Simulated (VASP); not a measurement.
# Bi (Im-3m) in VASP: notebook

The runs below take Bi through single point, with PBEsol.

All numbers are computed with VASP 6.6.1; they aren't measurements. Logs are shortened: lines on timing, memory, paths and dates and some standing lists are left out, and cuts for length are marked.

**1. The cell of the first run**

The structure is cubic, space group Im-3m (No. 229). The conventional cell has a = 3.963 Å, b = 3.963 Å, c = 3.963 Å, α = 90.00°, β = 90.00°, γ = 90.00°. Within 4.5 Å of Bi (site symmetry m-3m) lie 14 Bi at 3.43 to 3.96 Å.

**2. Single point, PBEsol**

File INCAR:

```
PREC = Accurate
ENCUT = 520
EDIFF = 1E-6
ISMEAR = 1
SIGMA = 0.1
LREAL = False
LASPH = True
NELM = 60
ALGO = Normal
ISIF = 2
LWAVE = False
LCHARG = False
GGA = PS
NBANDS = 14
```

File KPOINTS:

```
Automatic mesh
0
Gamma
  9 9 9
```

File POSCAR:

```
Bi
1.0
   -1.9814305300      1.9814305300      1.9814305300
    1.9814305300     -1.9814305300      1.9814305300
    1.9814305300      1.9814305300     -1.9814305300
Bi
1
Direct
    0.0000000000      0.0000000000      0.0000000000
```

Potentials or basis: VASP PAW PBE potentials, release 64 (Bi_d).

On the command line:

```bash
> cat potpaw_PBE.64/Bi_d/POTCAR > POTCAR
> mpirun -np 1 vasp_std > vasp.out
```

OUTCAR:

```text
PREC = Accurate
   ENCUT = 520
   EDIFF = 1E-6
   ISMEAR = 1
   LREAL = False
   LASPH = True
   NELM = 60
   ISIF = 2
   GGA = PS

 ion  position               nearest neighbor table
   1  0.000  0.000  0.000-

  LATTYP: Found a body centered cubic cell.
 ALAT       =     3.9628610600

  Lattice vectors:

 A1 = (  -1.9814305300,   1.9814305300,   1.9814305300)
 A2 = (   1.9814305300,  -1.9814305300,   1.9814305300)
 A3 = (   1.9814305300,   1.9814305300,  -1.9814305300)

Analysis of symmetry for initial positions (statically):
=====================================================================
 Subroutine PRICEL returns:
 Original cell was already a primitive cell.

 Routine SETGRP: Setting up the symmetry group for a
 body centered cubic supercell.

 Subroutine GETGRP returns: Found 48 space group operations
 (whereof 48 operations were pure point group operations)
 out of a pool of 48 trial point group operations.

The static configuration has the point symmetry O_h .

Analysis of symmetry for dynamics (positions and initial velocities):
=====================================================================
 Subroutine PRICEL returns:
 Original cell was already a primitive cell.

 Routine SETGRP: Setting up the symmetry group for a
 body centered cubic supercell.

 Subroutine GETGRP returns: Found 48 space group operations
 (whereof 48 operations were pure point group operations)
 out of a pool of 48 trial point group operations.

The dynamic configuration has the point symmetry O_h .

 Subroutine INISYM returns: Found 48 space group operations
 (whereof 48 operations are pure point group operations),
 and found     1 'primitive' translations

----------------------------------------------------------------------------------------

                                     Primitive cell

  volume of cell :      31.1169

  direct lattice vectors                    reciprocal lattice vectors
    -1.981430530  1.981430530  1.981430530     0.000000000  0.252342937  0.252342937
     1.981430530 -1.981430530  1.981430530     0.252342937  0.000000000  0.252342937
     1.981430530  1.981430530 -1.981430530     0.252342937  0.252342937  0.000000000

  length of vectors
     3.431938350  3.431938350  3.431938350     0.356866804  0.356866804  0.356866804

  position of ions in fractional coordinates (direct lattice)
     0.000000000  0.000000000  0.000000000

  ion indices of the primitive-cell ions
   primitive index   ion index
                 1           1

----------------------------------------------------------------------------------------

 KPOINTS: Automatic mesh

Automatic generation of k-mesh.
 Grid dimensions read from file:
 generate k-points for:    9    9    9

 Generating k-lattice:

  Cartesian coordinates                     Fractional coordinates (reciprocal lattice)
     0.000000000  0.028038104  0.028038104     0.111111111  0.000000000  0.000000000
     0.028038104  0.000000000  0.028038104     0.000000000  0.111111111  0.000000000
     0.028038104  0.028038104  0.000000000     0.000000000  0.000000000  0.111111111

  Length of vectors
     0.039651867  0.039651867  0.039651867

  Shift w.r.t. Gamma in fractional coordinates (k-lattice)
     0.000000000  0.000000000  0.000000000

 Subroutine IBZKPT returns following result:
 ===========================================

 Found     35 irreducible k-points:

 Following reciprocal coordinates:
            Coordinates               Weight
  0.000000  0.000000  0.000000      1.000000
  0.111111  0.000000  0.000000     12.000000
  0.222222  0.000000  0.000000     12.000000
  0.333333  0.000000  0.000000     12.000000
  0.444444  0.000000  0.000000     12.000000
  0.111111  0.111111  0.000000     24.000000
[... 16 lines left out ...]
 -0.333333  0.444444  0.111111     48.000000
 -0.444444 -0.444444  0.111111     24.000000
 [... further k-points ...]
   k-points           NKPTS =     35   k-points in BZ     NKDIM =     35   number of bands    NBANDS=     14
   number of dos      NEDOS =    301   number of ions     NIONS =      1
   total plane-waves  NPLWV =  21952
   dimension x,y,z NGX =    28 NGY =   28 NGZ =   28
   dimension x,y,z NGXF=    56 NGYF=   56 NGZF=   56
   ions per type =               1
   NGX,Y,Z   is equivalent  to a cutoff of  13.56, 13.56, 13.56 a.u.
   NGXF,Y,Z  is equivalent  to a cutoff of  27.13, 27.13, 27.13 a.u.
 SYSTEM =  unknown system
   PREC   = accura    normal or accurate (medium, high low for compatibility)
   ISTART =      0    job   : 0-new  1-cont  2-samecut
   ICHARG =      2    charge: 1-file 2-atom 10-const
   ISPIN  =      1    spin polarized calculation?
   LNONCOLLINEAR =      F non collinear calculations
   LSORBIT =      F    spin-orbit coupling
   LASPH  =      T    aspherical Exc in radial PAW
   ENCUT  =  520.0 eV  38.22 Ry    6.18 a.u.   6.38  6.38  6.38*2*pi/ulx,y,z
   NELM   =     60;   NELMIN=  2; NELMDL= -5     # of ELM steps
   EDIFF  = 0.1E-05   stopping-criterion for ELM
   LREAL  =      F    real-space projection
   EDIFFG = 0.1E-04   stopping-criterion for IOM
   NSW    =      0    number of steps for IOM
   IBRION =     -1    ionic relax: 0-MD 1-quasi-New 2-CG
   NFREE  =      0    steps in history (QN), initial steepest desc. (CG)
   ISIF   =      2    stress and relaxation
   ISYM   =      2    0-nonsym 1-usesym 2-fastsym
   POTIM  = 0.5000    time-step for ionic-motion
   TEBEG  =    0.0;   TEEND  =   0.0 temperature during run
   PSTRESS=    0.0 pullay stress
   NELECT =      15.0000    total number of electrons
   NUPDOWN=      -1.0000    fix difference up-down
   EMIN   =  10.00;   EMAX   =-10.00  energy-range for DOS
   EFERMI =   0.00;   METHOD = LEGACY
   ISMEAR =     1;   SIGMA  =   0.10  broadening in eV -4-tet -1-fermi 0-gaus
   EFERMI_NEDOS =   21; number of points for ismear=-14 and -15
   IALGO  =     38    algorithm
   IMIX   =      4    mixing-type and parameters
     AMIX     =   0.40;   BMIX     =  1.00
     AMIX_MAG =   1.60;   BMIX_MAG =  1.00
  volume/ion in A,a.u.               =      31.12       209.99
  Fermi-wavevector in a.u.,A,eV,Ry     =   1.283630  2.425708 22.418388  1.647705
  Thomas-Fermi vector in A             =   2.415871
   LORBIT       =      0    0 simple, 1 ext, 2 COOP (PROOUT), +10 PAW based schemes
   GGA     = PS    functional components
   LHFCALC =     F    Hartree Fock is set to
   AEXX    =    0.0000 exact exchange contribution
   IVDW    =     0    specifies the selected vdW correction
   LEPSILON=     F    determine dielectric tensor
   LRPA    =     F    only Hartree local field effects (RPA)
 non-spin polarized calculation
 Methfessel and Paxton  Order N= 1 SIGMA  =   0.10
  energy-cutoff  :      520.00
  volume of cell :       31.12
 maximum number of plane-waves:       887
 NGX is ok and might be reduce to    28
   NGX = 13   NGY = 13   NGZ = 13

 number of electron      14.9999994 magnetization

 Free energy of the ion-electron system (eV)
  ---------------------------------------------------
  ext. energy  EPLUGINS =         0.00000000
  ---------------------------------------------------
  free energy    TOTEN  =        -4.22491660 eV

  energy without entropy =       -4.22399815  energy(sigma->0) =       -4.22461045

 E-fermi :   7.7521     XC(G=0): -10.4384

 val. band max:        7.7290542801   @ k =   0.2222   0.0000   0.0000
 cond. band min:       7.7587900112   @ k =  -0.2222   0.2222   0.1111
 fundamental gap:      0.0297357311
 Fermi energy:         7.7521299863

 k-point     1 :       0.0000    0.0000    0.0000
  band No.  band energies     occupation
      1     -15.1989      2.00000
      2     -15.1989      2.00000
      3     -15.1989      2.00000
      4     -15.0699      2.00000
      5     -15.0699      2.00000
      6      -5.7839      2.00000
      7      12.8652      0.00000
      8      12.8652      0.00000
      9      12.8652      0.00000
     10      16.8485      0.00000
     11      18.2230      0.00000
     12      18.2230      0.00000
     13      18.2230      0.00000
     14      19.4404      0.00000

 k-point     2 :       0.1111    0.0000    0.0000
  band No.  band energies     occupation
      1     -15.2036      2.00000
      2     -15.1910      2.00000
      3     -15.1745      2.00000
      4     -15.0752      2.00000
      5     -15.0707      2.00000
      6      -5.5593      2.00000
      7      10.8502      0.00000
      8      12.2247      0.00000
      9      12.6624      0.00000
     10      16.5448      0.00000
     11      17.3116      0.00000
     12      17.9650      0.00000
     13      18.4210      0.00000
     14      20.3579      0.00000

 k-point     3 :       0.2222    0.0000    0.0000
  band No.  band energies     occupation
      1     -15.2154      2.00000
      2     -15.1751      2.00000
      3     -15.1120      2.00000
      4     -15.0852      2.00000
      5     -15.0729      2.00000
      6      -4.9019      2.00000
      7       7.7291      1.37927
      8      11.0111      0.00000
      9      12.1411      0.00000
     10      15.0948      0.00000
     11      16.3346      0.00000
     12      18.1259      0.00000
     13      19.6411      0.00000
     14      22.4252      0.00000
[... 324 lines left out ...]
 k-point    23 :      -0.3333    0.4444    0.1111
  band No.  band energies     occupation
      1     -15.1858      2.00000
      2     -15.1507      2.00000
      3     -15.1044      2.00000
      4     -15.0855      2.00000
      5     -15.0182      2.00000
      6      -2.8682      2.00000
      7       4.2727      2.00000
      8       7.2669      2.00000
      9      10.4539      0.00000
     10      15.0076      0.00000
     11      15.9635      0.00000
     12      19.0928      0.00000
     13      19.3809      0.00000
     14      23.0466      0.00000

 k-point    24 :      -0.4444   -0.4444    0.1111
  band No.  band energies     occupation
      1     -15.1883      2.00000
      2     -15.1544      2.00000
      3     -15.1108      2.00000
      4     -15.0739      2.00000
      5     -14.9988      2.00000
      6      -2.3124      2.00000
      7       3.3693      2.00000
      8       6.8964      2.00000
      9      10.3801      0.00000
     10      15.1301      0.00000
     11      16.5927      0.00000
     12      17.6515      0.00000
     13      19.1311      0.00000
     14      25.4749      0.00000

 [... further k-points ...]
[... 5 lines left out ...]
  --------------------------------------------------------------------------------------
  -------------------------------------------------------------------------------------
  Total       -0.3983604     -0.3983604     -0.3983604      0.0000000     -0.0000000      0.0000000
  in kB      -20.5111597    -20.5111597    -20.5111597      0.0000000     -0.0000000      0.0000000
  external PRESSURE =     -20.5111597 kB  Pullay stress =       0.0000000 kB

 VOLUME and BASIS-vectors are now :
 -----------------------------------------------------------------------------
  energy-cutoff  :      520.00
  volume of cell :       31.12
      direct lattice vectors                 reciprocal lattice vectors
    -1.981430530  1.981430530  1.981430530     0.000000000  0.252342937  0.252342937
     1.981430530 -1.981430530  1.981430530     0.252342937  0.000000000  0.252342937
     1.981430530  1.981430530 -1.981430530     0.252342937  0.252342937  0.000000000

 POSITION                                       TOTAL-FORCE (eV/Angst)
 -----------------------------------------------------------------------------------
      0.00000      0.00000      0.00000         0.000000      0.000000     -0.000000
 -----------------------------------------------------------------------------------
    total drift:                               -0.000000     -0.000000     -0.000000

  FREE ENERGIE OF THE ION-ELECTRON SYSTEM (eV)
  ---------------------------------------------------
  free  energy   TOTEN  =        -4.2249165973 eV

  energy  without entropy=       -4.2239981493  energy(sigma->0) =       -4.22461045
```

It took 7.5 s on 1 thread of Intel Xeon Platinum 8559C (Emerald Rapids), shared host; peak memory 0.16 GiB.

What came out:

* Free energy: -4.2249 eV
* Pressure: -2.1 GPa

Caveat: the PAW data sets were made with another functional, which shifts forces and pressure a little; spin-orbit coupling is left out, which moves the levels of the heavy elements.

**3. Single point, PBEsol**

File INCAR:

```
SYSTEM = Bi
PREC     = Accurate       ! precision mode
ENCUT    = 520            ! plane-wave cutoff, eV
EDIFF    = 1E-6           ! SCF threshold, eV
ISMEAR   = 1              ! smearing method
SIGMA    = 0.1            ! smearing width, eV
LREAL    = .FALSE.        ! projectors in reciprocal space
LASPH    = .TRUE.         ! aspherical terms in the spheres
NELM     = 80             ! most SCF steps
ALGO     = Normal         ! electronic algorithm
ISIF     = 2              ! what is computed and relaxed
LWAVE    = .FALSE.        ! write WAVECAR
LCHARG   = .FALSE.        ! write CHGCAR
GGA      = PS             ! functional
NBANDS   = 14             ! bands
```

File KPOINTS:

```
regular mesh
0
G
  9 9 9
  0 0 0
```

POSCAR is that of step 2.

Potentials or basis: VASP PAW PBE potentials, release 64 (Bi_d).

On the command line:

```bash
> cat potpaw_PBE.64/Bi_d/POTCAR > POTCAR
> mpirun -np 1 vasp_std > vasp.out
```

It took 7.3 s on 1 thread of Intel Xeon Platinum 8559C (Emerald Rapids), shared host; peak memory 0.15 GiB.

It converged, with:

```yaml
Free_energy: -4.2249 eV
Pressure: -2.1 GPa
```

Levels at points of the mesh, in eV from the Fermi level:
| k point | band 4 | band 5 | band 6 | band 7 | band 8 | band 9 | band 10 | band 11 |
| --- | --- | --- | --- | --- | --- | --- | --- | --- |
| (0.00, 0.00, 0.00) | -22.82 | -22.82 | -13.54 | 5.11 | 5.11 | 5.11 | 9.10 | 10.47 |

Caveat: the PAW data sets were made with another functional, which shifts forces and pressure a little; spin-orbit coupling is left out, which moves the levels of the heavy elements.
